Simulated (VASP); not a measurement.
## SnTe: single point with PBE

Crystal: SnTe.

```
Sn Te
1.0
     5.38790    0.00000    0.00000
    -2.69395    4.66606    0.00000
     0.00000    0.00000    6.42393
Sn Te
2 2
Direct
  0.33333 0.66667 0.25000
  0.66667 0.33333 0.75000
  0.66667 0.33333 0.25000
  0.33333 0.66667 0.75000
```

```
Program             : VASP 6.6.1
Task                : single point
Functional          : PBE
Potentials or basis : VASP PAW PBE potentials, release 64 (Sn_d, Te)
Cutoff              : 520 eV
k mesh              : 6 × 6 × 4
Occupations         : gaussian, width 0.01 eV
Spin                : no spin polarisation
```

- Pressure: 0.6 GPa
- Band gap on the k mesh: 0.44 eV

Stress tensor (GPa, compression positive):
```
0.58 0.00 0.00
0.00 0.58 0.00
0.00 0.00 0.74
```

Levels at points of the mesh, in eV from the valence-band top:
```csv
k point,band 18,band 19,band 20,band 21,band 22,band 23
"(0.00, 0.00, 0.00)",-2.10,-2.10,-2.06,0.53,0.53,2.20
"(0.50, 0.00, 0.00)",-2.50,-2.45,-0.70,1.73,2.76,3.11
"(0.00, 0.00, 0.50)",-2.87,-1.64,-1.64,1.06,1.06,1.06
"(0.50, 0.00, 0.50)",-2.08,-0.89,-0.89,0.59,0.59,2.29
```

Run time: 40 s on 1 thread of Intel(R) Xeon(R) 6975P-C (Granite Rapids) (shared host), peak memory 0.3 GiB.

Caveat: spin-orbit coupling is left out, which moves the levels of the heavy elements. A k mesh can miss the band edges.
